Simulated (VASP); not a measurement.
# KBr: G0W0 quasiparticle levels with PBE

The system is KBr.

```
K Br
1.0
     0.00000    3.30244    3.30244
     3.30244    0.00000    3.30244
     3.30244    3.30244    0.00000
K Br
1 1
Direct
  0.00000 0.00000 0.00000
  0.50000 0.50000 0.50000
```

* Program: VASP 6.6.1
* Task: G0W0 quasiparticle levels
* Functional: PBE
* Potentials or basis: VASP PAW PBE potentials, release 64 (K_sv_GW, Br_GW)
* Cutoff: 500 eV
* k mesh: 4 × 4 × 4
* Occupations: gaussian, width 0.01 eV
* Spin: no spin polarisation
* Dipole correction: no
* GW scheme: G0W0
* GW iterations: 1
* Cutoff of the response function: 140
* Frequency points: 48
* Empty bands: 270
* Further INCAR settings: ALGO = EVGW0; EDIFF = 1e-08; NBANDS = 278

```yaml
Quasiparticle_gap: 7.01 eV
Least_direct_quasiparticle_gap: 7.01 eV
Band_gap_of_the_starting_levels_on_the_mesh: 4.42 eV
Least_direct_gap_of_the_starting_levels_on_the_mesh: 4.42 eV
```

It took 14 min on 1 thread of Intel Xeon 8259CL (shared host), peak memory 0.98 GiB.

Caveat: the k points lie up to 0.41 Å⁻¹ apart; bands, screening cutoff and mesh are small and nothing is extrapolated, so the quasiparticle values aren't converged.
